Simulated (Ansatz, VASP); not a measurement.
## One calculation of Rh, two programs

```
Rh
1.0
     2.26757    0.00000    0.00000
    -1.13379    2.47005    0.00000
     0.00000    0.00000    9.30216
Rh
4
Direct
  0.00000 0.00000 0.00000
  0.33333 0.66667 0.25000
  0.00000 0.00000 0.50000
  0.66667 0.33333 0.75000
```

Change from the starting cell: strain +e along x and -e along y -0.1100, strain +e along z and -e/2 along x and y +0.0733.

Alike in both runs: task single point; functional LDA; k mesh 18 × 18 × 6; occupations gaussian, width 0.15 eV; no spin polarisation.

|  | VASP | Ansatz |
| --- | --- | --- |
| version | VASP 6.6.1 | Ansatz 0.2.0 |
| potentials or method | VASP PAW LDA potentials, release 64 (Rh_pv), cutoff 520 eV | scalar-relativistic, plane waves, PAW |
| valence electrons in the cell | 60 | 68 |

Ansatz gave:

```
gap on the k mesh at the Fermi level (eV)                     : none
pressure (GPa)                                                : 29.5
traceless stress, the component that is largest in VASP (GPa) : 79.91
rms of the force components (eV/Å)                            : 0.160
```

**Question.** What did VASP give for the same quantities?

**Answer.** gap on the k mesh at the Fermi level (eV): none; pressure (GPa): 30.7; traceless stress, the component that is largest in VASP (GPa): 80.65; rms of the force components (eV/Å): 0.163.

Ansatz warns that its potentials were made for another functional, while VASP's fit it. LDA's correlation is that of Perdew and Zunger in VASP and of Perdew and Wang (1992) in Ansatz. Atom by atom the forces differ by 0.003 eV/Å (rms over components). A gap of «none» marks a metal or a gap that the smearing closes. Both programs put the cell under a high pressure, so it lies far from rest at this level. VASP's potentials hold 60 valence electrons a cell and Ansatz's 68, so a difference there can come from the potentials and not from the codes.
